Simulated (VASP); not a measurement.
Write the native input for VASP 6.6.1 that does the following.

| Item | Value |
| --- | --- |
| Task | density of states |
| Functional | PBE |
| Potentials or basis | VASP PAW PBE potentials, release 64 (Si, C) |
| Cutoff | 520 eV |
| k mesh | 9 × 9 × 9 |
| Occupations | gaussian, width 0.01 eV |
| Spin | no spin polarisation |
| Dipole correction | no |
| k mesh for the DOS | 14 × 14 × 14 |
| Occupations for the DOS | tetrahedron |
| Further INCAR settings | ALGO = Normal; EDIFF = 1e-06 |

The system is SiC.

```xyz
2
Lattice="0.0000 2.1770 2.1770 2.1770 0.0000 2.1770 2.1770 2.1770 0.0000" Properties=species:S:1:pos:R:3 pbc="T T T"
Si    1.0885    1.0885    1.0885
C     0.0000    0.0000    0.0000
```

The input as run:

POSCAR

```
SiC
1.0
    0.0000000000      2.1769970000      2.1769970000
    2.1769970000      0.0000000000      2.1769970000
    2.1769970000      2.1769970000      0.0000000000
Si C
1 1
Direct
    0.2500000000      0.2500000000      0.2500000000
    0.0000000000      0.0000000000      0.0000000000
```

INCAR.step1

```
SYSTEM = SiC
PREC = Accurate
ENCUT = 520
EDIFF = 1E-6
ISMEAR = 0
SIGMA = 0.01
LREAL = .FALSE.
LASPH = .TRUE.
NELM = 120
ALGO = Normal
ISIF = 2
LWAVE = .FALSE.
LCHARG = .TRUE.
GGA = PE
NBANDS = 11
GGA_COMPAT = .FALSE.
NEDOS = 2001
LORBIT = 11
```

KPOINTS.step1

```
regular mesh
0
G
  9 9 9
  0 0 0
```

INCAR.step2

```
SYSTEM = SiC
PREC = Accurate
ENCUT = 520
EDIFF = 1E-6
ISMEAR = -5
SIGMA = 0.01
LREAL = .FALSE.
LASPH = .TRUE.
NELM = 120
ALGO = Normal
ISIF = 2
LWAVE = .FALSE.
LCHARG = .FALSE.
GGA = PE
LORBIT = 11
NEDOS = 2001
ICHARG = 11
GGA_COMPAT = .FALSE.
```

KPOINTS.step2

```
regular mesh
0
G
  14 14 14
  0 0 0
```

Potentials or basis: VASP PAW PBE potentials, release 64 (Si, C).

Command:

```bash
$ cat potpaw_PBE.64/Si/POTCAR potpaw_PBE.64/C/POTCAR > POTCAR
$ cp INCAR.step1 INCAR
$ cp KPOINTS.step1 KPOINTS
$ mpirun -np 1 vasp_std > vasp.out
$ cp INCAR.step2 INCAR
$ cp KPOINTS.step2 KPOINTS
$ mpirun -np 1 vasp_std > vasp.out
```

It gave:

```
Valence electrons inside the program's atomic spheres : Si 1.68; C 2.55
```

Run time: 21 s on 1 thread of AMD EPYC 9R45 (Zen 5), on a shared host, peak memory 0.11 GiB.
